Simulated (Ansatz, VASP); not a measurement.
# Two plane-wave programs on Y

The input INCAR:

```
SYSTEM = Y
PREC = Accurate
ENCUT = 520
EDIFF = 1E-7
ISMEAR = -1
SIGMA = 0.1
LREAL = .FALSE.
LASPH = .TRUE.
NELM = 80
ALGO = Normal
ISIF = 2
LWAVE = .FALSE.
LCHARG = .FALSE.
NBANDS = 18
```

File KPOINTS:

```
Automatic mesh
0
G
  4 4 2
  0 0 0
```

POSCAR

```
Y
1.0
    3.5392700426      0.0000000000      0.0000000000
   -1.7696350213      3.0650977678      0.0000000000
    0.0000000000      0.0000000000      5.5248319794
Y
2
Direct
    0.3333333333      0.6666666667      0.2500000000
    0.6666666667      0.3333333333      0.7500000000
```

Input for Ansatz:

```yaml
crystal:
  lattice:
    - [3.5392700426, 0.0, 0.0]
    - [-1.7696350213, 3.0650977678, 0.0]
    - [0.0, 0.0, 5.5248319794]
  atoms:
    - { symbol: "Y", position: [0.3333333333, 0.6666666667, 0.25] }
    - { symbol: "Y", position: [0.6666666667, 0.3333333333, 0.75] }
hamiltonian:
  xc: lda
  pseudopotentials:
    kind: paw
    azcp:
      "Y": "pseudopotentials/Y.paw.azcp"
basis:
  ecutwfc: 420
  fft_grid_basis: typed
kpoints:
  mp_grid: { grid: [4, 4, 2], shift: [0, 0, 0] }
magnetization:
  spin_polarized: false
scf:
  occupations: { method: fermi_dirac, width: 0.1 }
  lower_state_search: "off"
output:
  stress: true
```

Alike in both runs: task single point; functional LDA; k mesh 4 × 4 × 2; occupations fermi-dirac, width 0.1 eV; no spin polarisation.

|  | VASP | Ansatz |
| --- | --- | --- |
| version | VASP 6.6.1 | Ansatz 0.2.0 |
| potentials or method | VASP PAW LDA potentials, release 64 (Y_sv), cutoff 520 eV | plane waves (420 eV) with PAW, scalar-relativistic |
| valence electrons in the cell | 22 | 22 |

Ansatz gave:

| Quantity | Value |
| --- | --- |
| pressure (GPa) | 0.7 |
| traceless stress, the component that is largest in VASP (GPa) | 0.72 |

Q: Which values does VASP return?

A: Pressure (GPa): 0.5; traceless stress, the component that is largest in VASP (GPa): 0.72.

Ansatz warns that its potentials were made for another functional, while VASP's fit it. LDA's correlation is that of Perdew and Zunger in VASP and of Perdew and Wang (1992) in Ansatz.

The k mesh is coarse, so the values compare programs but aren't converged.
